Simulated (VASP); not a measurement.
# SiB4 (Im-3m) in VASP: density of states with PBE

Aim: the density of states of SiB4 with PBE.

All numbers are computed with VASP 6.6.1; they aren't measurements. Logs are shortened: lines on timing, memory, paths and dates and some standing lists are left out, and cuts for length are marked.

## Step 1: The cell of the first run

The structure is cubic, space group Im-3m (No. 229). Conventional cell: a = 4.539 Å, b = 4.539 Å, c = 4.539 Å, α = 90.00°, β = 90.00°, γ = 90.00°. Si (site symmetry m-3m) has 8 B at 1.97 Å within 2.6 Å. Within 2.6 Å of B (site symmetry -3m) lie 2 Si at 1.97 Å and 6 B at 2.27 Å.

## Step 2: Density of states, PBE

File POSCAR:

```
SiB4
1.0
   -2.2694665039      2.2694665039      2.2694665039
    2.2694665039     -2.2694665039      2.2694665039
    2.2694665039      2.2694665039     -2.2694665039
Si B
1 4
Direct
    0.0000000000      0.0000000000      0.0000000000
    0.0000000000      0.0000000000      0.5000000000
    0.0000000000      0.5000000000      0.0000000000
    0.5000000000      0.0000000000      0.0000000000
    0.5000000000      0.5000000000      0.5000000000
```

File INCAR.step1:

```
SYSTEM = SiB4
  ALGO = Normal
  EDIFF = 1E-6
  ENCUT = 520
  GGA = PE
  ISIF = 2
  ISMEAR = 0
  LASPH = .True.
  LCHARG = .True.
  LREAL = .False.
  LWAVE = .False.
  NBANDS = 16
  NELM = 100
  PREC = Accurate
  SIGMA = 0.1
```

File KPOINTS.step1:

```
k-points
0
Gamma
  12 12 12
  0 0 0
```

File INCAR.step2:

```
SYSTEM = SiB4
  ALGO = Normal
  EDIFF = 1E-6
  ENCUT = 520
  GGA = PE
  ICHARG = 11
  ISIF = 2
  ISMEAR = -5
  LASPH = .True.
  LCHARG = .False.
  LORBIT = 11
  LREAL = .False.
  LWAVE = .False.
  NEDOS = 1001
  NELM = 100
  PREC = Accurate
  SIGMA = 0.1
```

File KPOINTS.step2:

```
k-points
0
Gamma
  18 18 18
  0 0 0
```

Potentials or basis: VASP PAW PBE potentials, release 64 (Si, B).

The run is started by

```
$ cat potpaw_PBE.64/Si/POTCAR potpaw_PBE.64/B/POTCAR > POTCAR
$ cp INCAR.step1 INCAR
$ cp KPOINTS.step1 KPOINTS
$ mpirun -np 1 vasp_std > vasp.out
$ cp INCAR.step2 INCAR
$ cp KPOINTS.step2 KPOINTS
$ mpirun -np 1 vasp_std > vasp.out
```

OUTCAR:

```text
SYSTEM = SiB4
   EDIFF = 1E-6
   ENCUT = 520
   GGA = PE
   ICHARG = 11
   ISIF = 2
   ISMEAR = -5
   LASPH = .True.
   LORBIT = 11
   LREAL = .False.
   NELM = 100
   PREC = Accurate

 ion  position               nearest neighbor table
   1  0.000  0.000  0.000-   2 1.97   3 1.97   4 1.97   5 1.97   2 1.97   3 1.97   4 1.97   5 1.97

   2  0.000  0.000  0.500-   1 1.97   1 1.97
   3  0.000  0.500  0.000-   1 1.97   1 1.97
   4  0.500  0.000  0.000-   1 1.97   1 1.97
   5  0.500  0.500  0.500-   1 1.97   1 1.97

  LATTYP: Found a body centered cubic cell.
 ALAT       =     4.5389330078

  Lattice vectors:

 A1 = (  -2.2694665039,   2.2694665039,   2.2694665039)
 A2 = (   2.2694665039,  -2.2694665039,   2.2694665039)
 A3 = (   2.2694665039,   2.2694665039,  -2.2694665039)

Analysis of symmetry for initial positions (statically):
=====================================================================
 Subroutine PRICEL returns:
 Original cell was already a primitive cell.

 Routine SETGRP: Setting up the symmetry group for a
 body centered cubic supercell.

 Subroutine GETGRP returns: Found 48 space group operations
 (whereof 48 operations were pure point group operations)
 out of a pool of 48 trial point group operations.

The static configuration has the point symmetry O_h .

Analysis of symmetry for dynamics (positions and initial velocities):
=====================================================================
 Subroutine PRICEL returns:
 Original cell was already a primitive cell.

 Routine SETGRP: Setting up the symmetry group for a
 body centered cubic supercell.

 Subroutine GETGRP returns: Found 48 space group operations
 (whereof 48 operations were pure point group operations)
 out of a pool of 48 trial point group operations.

The dynamic configuration has the point symmetry O_h .

 Subroutine INISYM returns: Found 48 space group operations
 (whereof 48 operations are pure point group operations),
 and found     1 'primitive' translations

----------------------------------------------------------------------------------------

                                     Primitive cell

  volume of cell :      46.7554

  direct lattice vectors                    reciprocal lattice vectors
    -2.269466504  2.269466504  2.269466504     0.000000000  0.220316096  0.220316096
     2.269466504 -2.269466504  2.269466504     0.220316096  0.000000000  0.220316096
     2.269466504  2.269466504 -2.269466504     0.220316096  0.220316096  0.000000000

  length of vectors
     3.930831291  3.930831291  3.930831291     0.311574011  0.311574011  0.311574011

  position of ions in fractional coordinates (direct lattice)
     0.000000000  0.000000000  0.000000000
     0.000000000  0.000000000  0.500000000
     0.000000000  0.500000000  0.000000000
     0.500000000  0.000000000  0.000000000
     0.500000000  0.500000000  0.500000000

  ion indices of the primitive-cell ions
   primitive index   ion index
                 1           1
                 2           2
                 3           3
                 4           4
                 5           5

----------------------------------------------------------------------------------------

 KPOINTS: k-points

Automatic generation of k-mesh.
 Grid dimensions read from file:
 generate k-points for:   18   18   18

 Generating k-lattice:

  Cartesian coordinates                     Fractional coordinates (reciprocal lattice)
     0.000000000  0.012239783  0.012239783     0.055555556  0.000000000  0.000000000
     0.012239783  0.000000000  0.012239783     0.000000000  0.055555556  0.000000000
     0.012239783  0.012239783  0.000000000     0.000000000  0.000000000  0.055555556

  Length of vectors
     0.017309667  0.017309667  0.017309667

  Shift w.r.t. Gamma in fractional coordinates (k-lattice)
     0.000000000  0.000000000  0.000000000

 TETIRR: Found   6794 inequivalent tetrahedra from    34992

 Subroutine IBZKPT returns following result:
 ===========================================

 Found    195 irreducible k-points:

 Following reciprocal coordinates:
            Coordinates               Weight
  0.000000  0.000000  0.000000      1.000000
  0.055556  0.000000  0.000000     12.000000
  0.111111  0.000000  0.000000     12.000000
  0.166667  0.000000  0.000000     12.000000
  0.222222  0.000000  0.000000     12.000000
  0.277778  0.000000  0.000000     12.000000
[... 16 lines left out ...]
  0.333333  0.111111  0.000000     48.000000
  0.388889  0.111111  0.000000     48.000000
 [... further k-points ...]
   k-points           NKPTS =    195   k-points in BZ     NKDIM =    195   number of bands    NBANDS=     12
   number of dos      NEDOS =   1001   number of ions     NIONS =      5
   total plane-waves  NPLWV =  27000
   dimension x,y,z NGX =    30 NGY =   30 NGZ =   30
   dimension x,y,z NGXF=    60 NGYF=   60 NGZF=   60
   ions per type =               1   4
   NGX,Y,Z   is equivalent  to a cutoff of  12.69, 12.69, 12.69 a.u.
   NGXF,Y,Z  is equivalent  to a cutoff of  25.38, 25.38, 25.38 a.u.
 SYSTEM =  SiB4
   PREC   = accura    normal or accurate (medium, high low for compatibility)
   ISTART =      0    job   : 0-new  1-cont  2-samecut
   ICHARG =     11    charge: 1-file 2-atom 10-const
   ISPIN  =      1    spin polarized calculation?
   LNONCOLLINEAR =      F non collinear calculations
   LSORBIT =      F    spin-orbit coupling
   LASPH  =      T    aspherical Exc in radial PAW
   ENCUT  =  520.0 eV  38.22 Ry    6.18 a.u.   7.31  7.31  7.31*2*pi/ulx,y,z
   NELM   =    100;   NELMIN=  2; NELMDL=  0     # of ELM steps
   EDIFF  = 0.1E-05   stopping-criterion for ELM
   LREAL  =      F    real-space projection
   EDIFFG = 0.1E-04   stopping-criterion for IOM
   NSW    =      0    number of steps for IOM
   IBRION =     -1    ionic relax: 0-MD 1-quasi-New 2-CG
   NFREE  =      0    steps in history (QN), initial steepest desc. (CG)
   ISIF   =      2    stress and relaxation
   ISYM   =      2    0-nonsym 1-usesym 2-fastsym
   POTIM  = 0.5000    time-step for ionic-motion
   TEBEG  =    0.0;   TEEND  =   0.0 temperature during run
   PSTRESS=    0.0 pullay stress
   NELECT =      16.0000    total number of electrons
   NUPDOWN=      -1.0000    fix difference up-down
   EMIN   =  10.00;   EMAX   =-10.00  energy-range for DOS
   EFERMI =   0.00;   METHOD = LEGACY
   ISMEAR =    -5;   SIGMA  =   0.10  broadening in eV -4-tet -1-fermi 0-gaus
   EFERMI_NEDOS =   21; number of points for ismear=-14 and -15
   IALGO  =     38    algorithm
   IMIX   =      4    mixing-type and parameters
     AMIX     =   0.40;   BMIX     =  1.00
     AMIX_MAG =   1.60;   BMIX_MAG =  1.00
  volume/ion in A,a.u.               =       9.35        63.10
  Fermi-wavevector in a.u.,A,eV,Ry     =   1.145085  2.163897 17.840226  1.311220
  Thomas-Fermi vector in A             =   2.281775
   LORBIT       =     11    0 simple, 1 ext, 2 COOP (PROOUT), +10 PAW based schemes
   GGA     = PE    functional components
   LHFCALC =     F    Hartree Fock is set to
   AEXX    =    0.0000 exact exchange contribution
   IVDW    =     0    specifies the selected vdW correction
   LEPSILON=     F    determine dielectric tensor
   LRPA    =     F    only Hartree local field effects (RPA)
 non-spin polarized calculation
 Fermi weights with tetrahedron method with Bloechl corrections
  energy-cutoff  :      520.00
  volume of cell :       46.76
 maximum number of plane-waves:      1282
 NGX is ok and might be reduce to    30

 number of electron      15.9999999 magnetization

 Free energy of the ion-electron system (eV)
  ---------------------------------------------------
  ext. energy  EPLUGINS =         0.00000000
  ---------------------------------------------------
  free energy    TOTEN  =       -25.21850223 eV

  energy without entropy =      -25.21850223  energy(sigma->0) =      -25.21850223

 E-fermi :   6.5234     XC(G=0): -11.2515

 val. band max:        6.5995329438   @ k =   0.3333   0.1111   0.1111
 cond. band min:       6.4925972873   @ k =   0.1667   0.0556   0.0000
 fundamental gap:     -0.1069356565
 Fermi energy:         6.5234435105

 k-point     1 :       0.0000    0.0000    0.0000
  band No.  band energies     occupation
      1      -8.1674      2.00000
      2       0.6718      2.00000
      3       0.6718      2.00000
      4       0.6718      2.00000
      5       4.3336      2.00000
      6       4.3336      2.00000
      7       4.3336      2.00000
      8       4.7621      2.00000
      9       4.7621      2.00000
     10       4.7621      2.00000
     11       7.7287      0.00000
     12      11.6837      0.00000

 k-point     2 :       0.0556    0.0000    0.0000
  band No.  band energies     occupation
      1      -8.1331      2.00000
      2       0.5104      2.00000
      3       0.6195      2.00000
      4       0.6776      2.00000
      5       3.9312      2.00000
      6       3.9534      2.00000
      7       4.4363      2.00000
      8       4.7579      2.00000
      9       5.1580      2.00000
     10       5.2261      2.00000
     11       7.8683      0.00000
     12      11.7619      0.00000
[... 301 lines left out ...]
 k-point    23 :       0.3333    0.1111    0.0000
  band No.  band energies     occupation
      1      -6.5511      2.00000
      2      -3.3012      2.00000
      3      -0.9308      2.00000
      4       0.3084      2.00000
      5       2.0974      2.00000
      6       2.8604      2.00000
      7       5.3115      2.00000
      8       7.0496     -0.11717
      9       7.7065      0.00000
     10       8.2054      0.00000
     11       9.8638      0.00000
     12      10.6822      0.00000

 k-point    24 :       0.3889    0.1111    0.0000
  band No.  band energies     occupation
      1      -6.2381      2.00000
      2      -3.7764      2.00000
      3      -1.0292      2.00000
      4       0.2677      2.00000
      5       2.0187      2.00000
      6       2.8385      2.00000
      7       5.6436      2.00055
      8       7.0202     -0.01312
      9       7.5485      0.00000
     10       8.4926      0.00000
     11      10.2193      0.00000
     12      10.6228      0.00000

 [... further k-points ...]
[... 5 lines left out ...]
  --------------------------------------------------------------------------------------
  -------------------------------------------------------------------------------------
  Total       -0.0999486     -0.0999486     -0.0999486      0.0000000      0.0000000     -0.0000000
  in kB       -3.4249650     -3.4249650     -3.4249650      0.0000000      0.0000000     -0.0000000
  external PRESSURE =      -3.4249650 kB  Pullay stress =       0.0000000 kB

 VOLUME and BASIS-vectors are now :
 -----------------------------------------------------------------------------
  energy-cutoff  :      520.00
  volume of cell :       46.76
      direct lattice vectors                 reciprocal lattice vectors
    -2.269466504  2.269466504  2.269466504     0.000000000  0.220316096  0.220316096
     2.269466504 -2.269466504  2.269466504     0.220316096  0.000000000  0.220316096
     2.269466504  2.269466504 -2.269466504     0.220316096  0.220316096  0.000000000

 POSITION                                       TOTAL-FORCE (eV/Angst)
 -----------------------------------------------------------------------------------
      0.00000      0.00000      0.00000        -0.000000      0.000000      0.000000
      1.13473      1.13473     -1.13473        -0.000000     -0.000000     -0.000000
      1.13473     -1.13473      1.13473         0.000000     -0.000000     -0.000000
     -1.13473      1.13473      1.13473        -0.000000      0.000000      0.000000
      1.13473      1.13473      1.13473         0.000000     -0.000000     -0.000000
 -----------------------------------------------------------------------------------
    total drift:                                0.000000      0.000000     -0.000000

  FREE ENERGIE OF THE ION-ELECTRON SYSTEM (eV)
  ---------------------------------------------------
  free  energy   TOTEN  =       -25.2185022265 eV

  energy  without entropy=      -25.2185022265  energy(sigma->0) =      -25.21850223

 total charge

# of ion       s       p       d       tot
------------------------------------------
    1        0.676   1.115   0.000   1.791
    2        0.713   0.993   0.000   1.706
    3        0.713   0.993   0.000   1.706
    4        0.713   0.993   0.000   1.706
    5        0.713   0.993   0.000   1.706
--------------------------------------------------
tot          3.527   5.087   0.000   8.614
```

Run time: 58 s. Hardware: 1 thread of Intel Xeon 6975P-C (Granite Rapids), shared host; peak memory 0.22 GiB.

Results:

- Valence electrons inside the program's atomic spheres: Si 1.79; B 1.71

Levels at points of the mesh, in eV from the Fermi level:
| k point | band 4 | band 5 | band 6 | band 7 | band 8 | band 9 | band 10 | band 11 | band 12 |
| --- | --- | --- | --- | --- | --- | --- | --- | --- | --- |
| (0.00, 0.00, 0.00) | -5.85 | -2.19 | -2.19 | -2.19 | -1.76 | -1.76 | -1.76 | 1.21 | 5.16 |
| (0.50, 0.00, 0.00) | -5.78 | -4.79 | -4.72 | -0.35 | 0.68 | 1.46 | 1.53 | 2.97 | 4.33 |
| (0.50, 0.50, 0.50) | -8.63 | -5.97 | -5.97 | -0.44 | -0.44 | -0.44 | 5.31 | 7.88 | 7.88 |

Caveat: tetrahedron occupations give inexact forces and stress in metals.
